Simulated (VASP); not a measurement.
A run of VASP 6.6.1 is set up as follows.

The input POSCAR:

```
Rh
1.0
    0.0000000000      1.8999785092      1.8999785092
    1.8999785092      0.0000000000      1.8999785092
    1.8999785092      1.8999785092      0.0000000000
Rh
1
Direct
    0.0000000000      0.0000000000      0.0000000000
```

File INCAR.step1:

```
PREC     = Accurate       # precision mode
ENCUT    = 680            # plane-wave cutoff, eV
ISMEAR   = -1             # smearing method
SIGMA    = 0.05           # smearing width, eV
LREAL    = False          # projectors in reciprocal space
LASPH    = True           # aspherical terms in the spheres
NELM     = 120            # most SCF steps
NBANDS   = 14             # bands
GGA      = PE             # functional
ALGO     = Normal         # electronic algorithm
EDIFF    = 1E-5           # SCF threshold, eV
LWAVE    = True           # write WAVECAR
LCHARG   = False          # write CHGCAR
GGA_COMPAT= False
```

Contents of INCAR.step2:

```
PREC     = Accurate       # precision mode
ENCUT    = 680            # plane-wave cutoff, eV
EDIFF    = 1E-6           # SCF threshold, eV
ISMEAR   = -1             # smearing method
SIGMA    = 0.05           # smearing width, eV
LREAL    = False          # projectors in reciprocal space
LASPH    = True           # aspherical terms in the spheres
NELM     = 120            # most SCF steps
ALGO     = Normal         # electronic algorithm
ISIF     = 2              # what is computed and relaxed
LWAVE    = False          # write WAVECAR
LCHARG   = True           # write CHGCAR
METAGGA  = R2SCAN         # meta-GGA
LMIXTAU  = True         
LELF     = True           # ELF
LVHAR    = True         
NBANDS   = 14             # bands
ISTART   = 1            
GGA_COMPAT= False
```

KPOINTS

```
regular mesh
0
Gamma
  24 24 24
```

Potentials or basis: VASP PAW PBE potentials, release 64 (Rh_sv_GW).

Run with:

```sh
$ cat potpaw_PBE.64/Rh_sv_GW/POTCAR > POTCAR
$ cp INCAR.step1 INCAR
$ mpirun -np 1 vasp_std > vasp.out
$ cp INCAR.step2 INCAR
$ mpirun -np 1 vasp_std > vasp.out
```

(1) Estimate the pressure.

(2) Predict the band gap on the k mesh.

## Answers

(1) 0.1 GPa.

(2) zero (an odd number of electrons rules out a gap without spin polarisation).

Caveat: the PAW data sets were made with another functional, which shifts forces and pressure a little.
